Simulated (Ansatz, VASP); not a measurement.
This is a calculation of TePb for VASP 6.6.1.

Contents of INCAR:

```
PREC = Accurate
ENCUT = 520
EDIFF = 1E-7
ISMEAR = 0
SIGMA = 0.026000000000000002
LREAL = F
LASPH = T
NELM = 80
ALGO = Normal
ISIF = 2
LWAVE = F
LCHARG = T
GGA = PE
LELF = T
LVHAR = T
NBANDS = 17
```

Contents of KPOINTS:

```
Automatic mesh
0
Gamma
  7 7 7
```

The input POSCAR:

```
TePb
1.0
    4.0022870000      0.0000000000      0.0000000000
    0.0000000000      4.0022870000      0.0000000000
    0.0000000000      0.0000000000      4.0022870000
Pb Te
1 1
Direct
    0.0000000000      0.0000000000      0.0000000000
    0.5000000000      0.5000000000      0.5000000000
```

Potentials or basis: VASP PAW PBE potentials, release 64 (Pb_d, Te).

Run with:

```bash
$ cat potpaw_PBE.64/Pb_d/POTCAR potpaw_PBE.64/Te/POTCAR > POTCAR
$ mpirun -np 1 vasp_std > vasp.out
```

**Question.** Translate it to Ansatz 0.2.0. Potentials there: all-electron LAPW, scalar-relativistic.

**Answer.** As run (the cutoff follows the program's own potentials):

File input.yaml:

```yaml
crystal:
  lattice:
    - [4.002287, 0.0, 0.0]
    - [0.0, 4.002287, 0.0]
    - [0.0, 0.0, 4.002287]
  atoms:
    - { symbol: Pb, position: [0.0, 0.0, 0.0] }
    - { symbol: Te, position: [0.5, 0.5, 0.5] }
kpoints:
  mp_grid: { grid: [7, 7, 7] }
scf:
  occupations: { method: gaussian, width: 0.026 }
hamiltonian:
  xc: pbe
  pseudopotentials: { kind: all_electron, lapw: { basis_error: 0.001 } }
output:
  forces: true
  stress: true
  eigenvalues: true
```

Potentials or basis: all-electron LAPW, scalar-relativistic.

Run with:

```console
$ ansatz run input.yaml --threads 1 --pin off --max-ram 3072MiB --backend cpu --events-out ev --progress --plain --runs-dir out
```

Both were run:

|  | VASP | Ansatz | Ansatz less VASP |
| --- | --- | --- | --- |
| gap on the k mesh at the Fermi level (eV) | none | none | - |
| pressure (GPa) | 0.0 | 0.1 | +0.06 |

A gap of «none» marks a metal or a gap that the smearing closes. Ansatz ran all-electron here, and VASP with PAW potentials.

Neither program's run includes spin-orbit coupling.
